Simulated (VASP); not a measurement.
Wanted: the native input for a VASP 6.6.1 run.

- Task: relaxation of cell and atoms
- Functional: LDA
- Potentials or basis: VASP PAW LDA potentials, release 64 (Zr_sv, B)
- Cutoff: 600 eV
- k mesh: 10 × 10 × 10
- Occupations: fermi-dirac, width 0.05 eV
- Spin: no spin polarisation
- Hubbard terms: Zr d U = 2.0 eV
- Dipole correction: no
- Further INCAR settings: ALGO = Normal; EDIFF = 1e-07; IBRION = 2; EDIFFG = -0.01; NSW = 60; ISIF = 3

The structure of ZrB lies in POSCAR:

```
ZrB
1.0
    0.0000000000      2.3250000000      2.3250000000
    2.3250000000      0.0000000000      2.3250000000
    2.3250000000      2.3250000000      0.0000000000
Zr B
1 1
Direct
    0.0000000000      0.0000000000      0.0000000000
    0.5000000000      0.5000000000      0.5000000000
```

The input as run:

INCAR

```
PREC = Accurate
ENCUT = 600
EDIFF = 1E-7
ISMEAR = -1
SIGMA = 0.05
LREAL = False
LASPH = True
NELM = 150
ALGO = Normal
ISIF = 3
LWAVE = False
LCHARG = False
LMAXMIX = 4
LDAU = True
LDAUTYPE = 2
LDAUL = 2 -1
LDAUU = 2 0
LDAUJ = 0 0
LDAUPRINT = 1
GGA = CA
IBRION = 2
NSW = 60
EDIFFG = -0.01
```

KPOINTS

```
Automatic mesh
0
Gamma
  10 10 10
```

Potentials or basis: VASP PAW LDA potentials, release 64 (Zr_sv, B).

Command:

```console
$ cat potpaw_LDA.64/Zr_sv/POTCAR potpaw_LDA.64/B/POTCAR > POTCAR
$ mpirun -np 1 vasp_std > vasp.out
```

Results of the run:

| Quantity | Value |
| --- | --- |
| Relaxed volume | 14.48 Å³/atom |
| Relaxed cell | a = 3.447 Å, b = 3.447 Å, c = 3.447 Å, α = 60.00°, β = 60.00°, γ = 60.00° |
| Space group after relaxing (to 0.05 Å) | Fm-3m (No. 225) |
| Energy gained by relaxing | 170.5 meV/atom |
| Ionic steps | 17 |
| Pressure after relaxing | 0.1 GPa |

Caveat: the volume moved by over 15 % at a fixed basis, so the end points are rough; the volume moved by +15 % from the deposited cell, more than functionals usually miss; U without spin polarisation on a metal has little footing; the U is typed as a test and isn't derived for this compound.

Run time: 52 s on 1 thread of Intel(R) Xeon(R) 6975P-C (Granite Rapids), with other jobs on the host, peak memory 0.16 GiB.
